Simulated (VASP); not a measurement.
# Mg3C in VASP: further runs

The runs below take Mg3C through single point, relaxation of cell and atoms, with PBE.

All numbers are computed with VASP 6.6.1; they aren't measurements. Logs are shortened: lines on timing, memory, paths and dates and some standing lists are left out, and cuts for length are marked.

**1. The cell of the first run**

Symmetry: Pm-3m, No. 221, cubic system. Conventional cell: a = 3.937 Å, b = 3.937 Å, c = 3.937 Å, α = 90.00°, β = 90.00°, γ = 90.00°. Within 3.7 Å of Mg (site symmetry 4/mmm) lie 8 Mg at 2.78 Å and 4 C at 2.78 Å. C (site symmetry m-3m) has 12 Mg at 2.78 Å within 3.7 Å.

**2. Single point, PBE**

INCAR

```
PREC = Accurate
ENCUT = 520
EDIFF = 1E-7
ISMEAR = 0
SIGMA = 0.1
LREAL = F
LASPH = T
NELM = 100
ALGO = Normal
ISIF = 2
LWAVE = F
LCHARG = F
GGA = PE
NBANDS = 13
```

KPOINTS

```
regular mesh
0
Gamma
  12 12 12
```

POSCAR

```
Mg3C
1.0
    3.9366278840      0.0000000000      0.0000000000
    0.0000000000      3.9366278840      0.0000000000
    0.0000000000      0.0000000000      3.9366278840
Mg C
3 1
Direct
    0.0000000000      0.5000000000      0.5000000000
    0.5000000000      0.0000000000      0.5000000000
    0.5000000000      0.5000000000      0.0000000000
    0.0000000000      0.0000000000      0.0000000000
```

Potentials or basis: VASP PAW PBE potentials, release 64 (Mg, C).

Launch:

```
cat potpaw_PBE.64/Mg/POTCAR potpaw_PBE.64/C/POTCAR > POTCAR
mpirun -np 1 vasp_std > vasp.out
```

OUTCAR:

```text
PREC = Accurate
   ENCUT = 520
   EDIFF = 1E-7
   ISMEAR = 0
   LREAL = F
   LASPH = T
   NELM = 100
   ISIF = 2
   GGA = PE

 ion  position               nearest neighbor table
   1  0.000  0.500  0.500-   2 2.78   3 2.78   4 2.78   3 2.78   4 2.78   2 2.78   4 2.78   4 2.78
                             2 2.78   3 2.78   3 2.78   2 2.78
   2  0.500  0.000  0.500-   1 2.78   3 2.78   4 2.78   3 2.78   4 2.78   1 2.78   3 2.78   3 2.78
                             1 2.78   4 2.78   4 2.78   1 2.78
   3  0.500  0.500  0.000-   1 2.78   2 2.78   4 2.78   1 2.78   2 2.78   2 2.78   4 2.78   2 2.78
                             1 2.78   4 2.78   1 2.78   4 2.78
   4  0.000  0.000  0.000-   1 2.78   2 2.78   3 2.78   1 2.78   2 2.78   1 2.78   3 2.78   1 2.78
                             2 2.78   3 2.78   2 2.78   3 2.78

  LATTYP: Found a simple cubic cell.
 ALAT       =     3.9366278840

  Lattice vectors:

 A1 = (   3.9366278840,   0.0000000000,   0.0000000000)
 A2 = (   0.0000000000,   3.9366278840,   0.0000000000)
 A3 = (   0.0000000000,   0.0000000000,   3.9366278840)

Analysis of symmetry for initial positions (statically):
=====================================================================
 Subroutine PRICEL returns:
 Original cell was already a primitive cell.

 Routine SETGRP: Setting up the symmetry group for a
 simple cubic supercell.

 Subroutine GETGRP returns: Found 48 space group operations
 (whereof 48 operations were pure point group operations)
 out of a pool of 48 trial point group operations.

The static configuration has the point symmetry O_h .

Analysis of symmetry for dynamics (positions and initial velocities):
=====================================================================
 Subroutine PRICEL returns:
 Original cell was already a primitive cell.

 Routine SETGRP: Setting up the symmetry group for a
 simple cubic supercell.

 Subroutine GETGRP returns: Found 48 space group operations
 (whereof 48 operations were pure point group operations)
 out of a pool of 48 trial point group operations.

The dynamic configuration has the point symmetry O_h .

 Subroutine INISYM returns: Found 48 space group operations
 (whereof 48 operations are pure point group operations),
 and found     1 'primitive' translations

----------------------------------------------------------------------------------------

                                     Primitive cell

  volume of cell :      61.0061

  direct lattice vectors                    reciprocal lattice vectors
     3.936627884  0.000000000  0.000000000     0.254024518  0.000000000  0.000000000
     0.000000000  3.936627884  0.000000000     0.000000000  0.254024518  0.000000000
     0.000000000  0.000000000  3.936627884     0.000000000  0.000000000  0.254024518

  length of vectors
     3.936627884  3.936627884  3.936627884     0.254024518  0.254024518  0.254024518

  position of ions in fractional coordinates (direct lattice)
     0.000000000  0.500000000  0.500000000
     0.500000000  0.000000000  0.500000000
     0.500000000  0.500000000  0.000000000
     0.000000000  0.000000000  0.000000000

  ion indices of the primitive-cell ions
   primitive index   ion index
                 1           1
                 2           2
                 3           3
                 4           4

----------------------------------------------------------------------------------------

 KPOINTS: regular mesh

Automatic generation of k-mesh.
 Grid dimensions read from file:
 generate k-points for:   12   12   12

 Generating k-lattice:

  Cartesian coordinates                     Fractional coordinates (reciprocal lattice)
     0.021168710  0.000000000  0.000000000     0.083333333  0.000000000  0.000000000
     0.000000000  0.021168710  0.000000000     0.000000000  0.083333333  0.000000000
     0.000000000  0.000000000  0.021168710     0.000000000  0.000000000  0.083333333

  Length of vectors
     0.021168710  0.021168710  0.021168710

  Shift w.r.t. Gamma in fractional coordinates (k-lattice)
     0.000000000  0.000000000  0.000000000

 Subroutine IBZKPT returns following result:
 ===========================================

 Found     84 irreducible k-points:

 Following reciprocal coordinates:
            Coordinates               Weight
  0.000000  0.000000  0.000000      1.000000
  0.083333  0.000000  0.000000      6.000000
  0.166667  0.000000  0.000000      6.000000
  0.250000  0.000000  0.000000      6.000000
  0.333333  0.000000  0.000000      6.000000
  0.416667  0.000000  0.000000      6.000000
[... 16 lines left out ...]
  0.333333  0.333333  0.000000     12.000000
  0.416667  0.333333  0.000000     24.000000
 [... further k-points ...]
   k-points           NKPTS =     84   k-points in BZ     NKDIM =     84   number of bands    NBANDS=     13
   number of dos      NEDOS =    301   number of ions     NIONS =      4
   total plane-waves  NPLWV =  27000
   dimension x,y,z NGX =    30 NGY =   30 NGZ =   30
   dimension x,y,z NGXF=    60 NGYF=   60 NGZF=   60
   ions per type =               3   1
   NGX,Y,Z   is equivalent  to a cutoff of  12.67, 12.67, 12.67 a.u.
   NGXF,Y,Z  is equivalent  to a cutoff of  25.34, 25.34, 25.34 a.u.
 SYSTEM =  unknown system
   PREC   = accura    normal or accurate (medium, high low for compatibility)
   ISTART =      0    job   : 0-new  1-cont  2-samecut
   ICHARG =      2    charge: 1-file 2-atom 10-const
   ISPIN  =      1    spin polarized calculation?
   LNONCOLLINEAR =      F non collinear calculations
   LSORBIT =      F    spin-orbit coupling
   LASPH  =      T    aspherical Exc in radial PAW
   ENCUT  =  520.0 eV  38.22 Ry    6.18 a.u.   7.32  7.32  7.32*2*pi/ulx,y,z
   NELM   =    100;   NELMIN=  2; NELMDL= -5     # of ELM steps
   EDIFF  = 0.1E-06   stopping-criterion for ELM
   LREAL  =      F    real-space projection
   EDIFFG = 0.1E-05   stopping-criterion for IOM
   NSW    =      0    number of steps for IOM
   IBRION =     -1    ionic relax: 0-MD 1-quasi-New 2-CG
   NFREE  =      0    steps in history (QN), initial steepest desc. (CG)
   ISIF   =      2    stress and relaxation
   ISYM   =      2    0-nonsym 1-usesym 2-fastsym
   POTIM  = 0.5000    time-step for ionic-motion
   TEBEG  =    0.0;   TEEND  =   0.0 temperature during run
   PSTRESS=    0.0 pullay stress
   NELECT =      10.0000    total number of electrons
   NUPDOWN=      -1.0000    fix difference up-down
   EMIN   =  10.00;   EMAX   =-10.00  energy-range for DOS
   EFERMI =   0.00;   METHOD = LEGACY
   ISMEAR =     0;   SIGMA  =   0.10  broadening in eV -4-tet -1-fermi 0-gaus
   EFERMI_NEDOS =   21; number of points for ismear=-14 and -15
   IALGO  =     38    algorithm
   IMIX   =      4    mixing-type and parameters
     AMIX     =   0.40;   BMIX     =  1.00
     AMIX_MAG =   1.60;   BMIX_MAG =  1.00
  volume/ion in A,a.u.               =      15.25       102.92
  Fermi-wavevector in a.u.,A,eV,Ry     =   0.895950  1.693100 10.921757  0.802726
  Thomas-Fermi vector in A             =   2.018347
   LORBIT       =      0    0 simple, 1 ext, 2 COOP (PROOUT), +10 PAW based schemes
   GGA     = PE    functional components
   LHFCALC =     F    Hartree Fock is set to
   AEXX    =    0.0000 exact exchange contribution
   IVDW    =     0    specifies the selected vdW correction
   LEPSILON=     F    determine dielectric tensor
   LRPA    =     F    only Hartree local field effects (RPA)
 non-spin polarized calculation
 Gauss-broadening in eV      SIGMA  =   0.10
  energy-cutoff  :      520.00
  volume of cell :       61.01
 maximum number of plane-waves:      1671
 NGX is ok and might be reduce to    30
   NGX = 15   NGY = 15   NGZ = 15

 number of electron       9.9999999 magnetization

 number of electron      10.0000000 magnetization

 Free energy of the ion-electron system (eV)
  ---------------------------------------------------
  ext. energy  EPLUGINS =         0.00000000
  ---------------------------------------------------
  free energy    TOTEN  =       -10.36402298 eV

  energy without entropy =      -10.35977321  energy(sigma->0) =      -10.36189809

 E-fermi :   4.1555     XC(G=0):  -9.6813

 val. band max:        4.1257182571   @ k =   0.2500   0.1667   0.0833
 cond. band min:       4.1658937744   @ k =   0.5000   0.0833   0.0000
 fundamental gap:      0.0401755174
 Fermi energy:         4.1554588068

 k-point     1 :       0.0000    0.0000    0.0000
  band No.  band energies     occupation
      1      -6.3555      2.00000
      2       0.3316      2.00000
      3       2.5809      2.00000
      4       2.5809      2.00000
      5       2.5809      2.00000
      6       6.5989      0.00000
      7       6.5989      0.00000
      8       8.8241      0.00000
      9       8.8241      0.00000
     10       8.8241      0.00000
     11      10.3363      0.00000
     12      12.3791      0.00000
     13      12.3791      0.00000

 k-point     2 :       0.0833    0.0000    0.0000
  band No.  band energies     occupation
      1      -6.3099      2.00000
      2       0.1673      2.00000
      3       2.5428      2.00000
      4       2.6182      2.00000
      5       2.6182      2.00000
      6       6.6552      0.00000
      7       6.8946      0.00000
      8       8.4083      0.00000
      9       8.6814      0.00000
     10       8.6814      0.00000
     11      10.8280      0.00000
     12      12.2012      0.00000
     13      12.2012      0.00000
[... 321 lines left out ...]
 k-point    23 :       0.3333    0.3333    0.0000
  band No.  band energies     occupation
      1      -5.2222      2.00000
      2      -1.0073      2.00000
      3       0.3027      2.00000
      4       2.6669      2.00000
      5       3.4856      2.00000
      6       5.4276      0.00000
      7       7.5905      0.00000
      8       8.0594      0.00000
      9       8.6326      0.00000
     10       9.7099      0.00000
     11      10.6176      0.00000
     12      11.4418      0.00000
     13      11.9229      0.00000

 k-point    24 :       0.4167    0.3333    0.0000
  band No.  band energies     occupation
      1      -5.0608      2.00000
      2      -1.0717      2.00000
      3       0.2994      2.00000
      4       2.0206      2.00000
      5       3.6074      2.00000
      6       5.7959      0.00000
      7       7.5920      0.00000
      8       7.8142      0.00000
      9       8.5977      0.00000
     10       9.6637      0.00000
     11      10.7885      0.00000
     12      11.1050      0.00000
     13      12.1068      0.00000

 [... further k-points ...]

------------------------ aborting loop because EDIFF is reached ----------------------------------------

  FORCE on cell =-STRESS in cart. coord.  units (eV):
  Direction    XX          YY          ZZ          XY          YZ          ZX
  --------------------------------------------------------------------------------------
  -------------------------------------------------------------------------------------
  Total       -0.0607900     -0.0607900     -0.0607900     -0.0000000     -0.0000000      0.0000000
  in kB       -1.5965032     -1.5965032     -1.5965032     -0.0000000     -0.0000000      0.0000000
  external PRESSURE =      -1.5965032 kB  Pullay stress =       0.0000000 kB

 VOLUME and BASIS-vectors are now :
 -----------------------------------------------------------------------------
  energy-cutoff  :      520.00
  volume of cell :       61.01
      direct lattice vectors                 reciprocal lattice vectors
     3.936627884  0.000000000  0.000000000     0.254024518  0.000000000  0.000000000
     0.000000000  3.936627884  0.000000000     0.000000000  0.254024518  0.000000000
     0.000000000  0.000000000  3.936627884     0.000000000  0.000000000  0.254024518

 POSITION                                       TOTAL-FORCE (eV/Angst)
 -----------------------------------------------------------------------------------
      0.00000      1.96831      1.96831         0.000000      0.000000      0.000000
      1.96831      0.00000      1.96831         0.000000      0.000000      0.000000
      1.96831      1.96831      0.00000         0.000000      0.000000      0.000000
      0.00000      0.00000      0.00000         0.000000      0.000000      0.000000
 -----------------------------------------------------------------------------------
    total drift:                                0.000000     -0.000000      0.000000

  FREE ENERGIE OF THE ION-ELECTRON SYSTEM (eV)
  ---------------------------------------------------
  free  energy   TOTEN  =       -10.3640229826 eV

  energy  without entropy=      -10.3597732063  energy(sigma->0) =      -10.36189809
```

Run time: 66 s. Hardware: 1 thread of Intel Xeon Platinum 8488C (Sapphire Rapids), shared host; peak memory 0.21 GiB.

Results:

```
Free energy            : -10.3640 eV
Pressure               : -0.2 GPa
Band gap on the k mesh : zero (band 5 reaches 4.27 eV, above the bottom of band 6 at 3.71 eV)
```

**3. Relaxation of cell and atoms, PBE**

This run uses another cell than the first one, of 15.34 Å³/atom, 1.006 times its volume.

INCAR

```
SYSTEM = Mg3C
PREC = Accurate
ENCUT = 600
EDIFF = 1E-6
ISMEAR = 0
SIGMA = 0.1
LREAL = .False.
LASPH = .True.
NELM = 100
ALGO = Normal
ISIF = 3
LWAVE = .False.
LCHARG = .False.
GGA = PE
IBRION = 2
NSW = 100
EDIFFG = -0.01
```

KPOINTS

```
regular mesh
0
Gamma
  12 12 12
  0 0 0
```

POSCAR

```
Mg3C
1.0
    3.9445277986      0.0000000000      0.0000000000
    0.0000000000      3.9445277986      0.0000000000
    0.0000000000      0.0000000000      3.9445277986
Mg C
3 1
Direct
    0.0000000000      0.5000000000      0.5000000000
    0.5000000000      0.0000000000      0.5000000000
    0.5000000000      0.5000000000      0.0000000000
    0.0000000000      0.0000000000      0.0000000000
```

Potentials or basis: VASP PAW PBE potentials, release 64 (Mg, C).

Launch:

```
cat potpaw_PBE.64/Mg/POTCAR potpaw_PBE.64/C/POTCAR > POTCAR
mpirun -np 1 vasp_std > vasp.out
```

Wall time 80 s (1 thread of Intel Xeon Platinum 8488C (Sapphire Rapids), shared host); peak memory 0.23 GiB.

It converged, with:

- Free energy: -10.3645 eV
- Relaxed volume: 15.21 Å³/atom
- Relaxed cell: a = 3.933 Å, b = 3.933 Å, c = 3.933 Å, α = 90.00°, β = 90.00°, γ = 90.00°
- Space group after relaxing (to 0.05 Å): Pm-3m (No. 221)
- Energy gained by relaxing: 0.2 meV/atom
- Ionic steps: 3
- Pressure after relaxing: 0.0 GPa
- Band gap on the k mesh: zero (band 5 reaches 4.29 eV, above the bottom of band 6 at 3.73 eV)

The path:
| step | energy change (eV) | largest force (eV/Å) | pressure (GPa) | volume (Å³) |
| --- | --- | --- | --- | --- |
| 1 | 0.0000 | 0.0000 | -0.51 | 61.37 |
| 2 | -0.0009 | 0.0000 | -0.12 | 60.94 |
| 3 | -0.0009 | 0.0000 | -0.02 | 60.83 |

Final structure:
```
Mg C
1.0
     3.93284    0.00000    0.00000
     0.00000    3.93284    0.00000
     0.00000    0.00000    3.93284
Mg C
3 1
Direct
  0.00000 0.50000 0.50000
  0.50000 0.00000 0.50000
  0.50000 0.50000 0.00000
  0.00000 0.00000 0.00000
```

Levels at points of the mesh, in eV from the Fermi level:
```tsv
k point	band 3	band 4	band 5	band 6	band 7	band 8
(0.00, 0.00, 0.00)	-1.58	-1.58	-1.58	2.45	2.45	4.68
(0.50, 0.00, 0.00)	-0.85	-0.85	-0.33	0.31	2.56	2.56
(0.50, 0.50, 0.00)	-4.31	-3.82	-0.37	2.49	3.81	3.81
(0.50, 0.50, 0.50)	-3.09	-3.09	-2.33	-0.44	-0.44	-0.44
```

**4. Single point, PBE**

This run uses another cell than the first one, of 15.34 Å³/atom, 1.006 times its volume.

INCAR

```
PREC = Accurate ; ENCUT = 520
EDIFF = 1E-7 ; ISMEAR = 0
SIGMA = 0.1 ; LREAL = False
LASPH = True ; NELM = 100
ALGO = Normal ; ISIF = 2
LWAVE = False ; LCHARG = False
GGA = PE ; NBANDS = 13
```

KPOINTS

```
Automatic mesh
0
Gamma
  4 4 4
```

POSCAR

```
Mg3C
1.0
    3.9450418559      0.0000000000      0.0000000000
    0.0000000000      3.9450418559      0.0000000000
    0.0000000000      0.0000000000      3.9434996841
Mg C
3 1
Direct
    0.0000000000      0.5000000000      0.5000000000
    0.5000000000      0.0000000000      0.5000000000
    0.5000000000      0.5000000000      0.0000000000
    0.0000000000      0.0000000000      0.0000000000
```

Launch:

```
cat potpaw_PBE.64/Mg/POTCAR potpaw_PBE.64/C/POTCAR > POTCAR
mpirun -np 1 vasp_std > vasp.out
```

Run time: 20 s. Hardware: 1 thread of Intel Xeon Platinum 8488C (Sapphire Rapids), shared host; peak memory 0.16 GiB.

Results (log left out):

```
Free energy            : -10.2801 eV
Pressure               : -0.2 GPa
Band gap on the k mesh : zero (band 5 reaches 3.85 eV, above the bottom of band 6 at 3.66 eV)
```

Levels at points of the mesh, in eV from the Fermi level:
```
           k point  band 1  band 2  band 3  band 4  band 5  band 6  band 7  band 8  band 9  band 10
(0.00, 0.00, 0.00)  -10.24   -3.61   -1.32   -1.32   -1.32    2.65    2.66    4.87    4.87     4.87
(0.50, 0.00, 0.00)   -9.31   -6.07   -0.58   -0.58   -0.14    0.54    2.75    2.75    3.86     7.10
(0.50, 0.50, 0.00)   -8.69   -4.05   -4.05   -3.62   -0.09    2.69    4.01    4.01    4.33     5.32
(0.00, 0.00, 0.50)   -9.30   -6.06   -0.58   -0.58   -0.14    0.54    2.75    2.75    3.86     7.10
(0.50, 0.00, 0.50)   -8.69   -4.05   -4.05   -3.61   -0.10    2.69    4.01    4.01    4.33     5.31
(0.50, 0.50, 0.50)   -8.25   -2.82   -2.82   -2.82   -2.13   -0.24   -0.24   -0.24    7.04     7.04
```

Caveat: the k points lie up to 0.40 Å⁻¹ apart.

(Continued in part 2 of 2.)
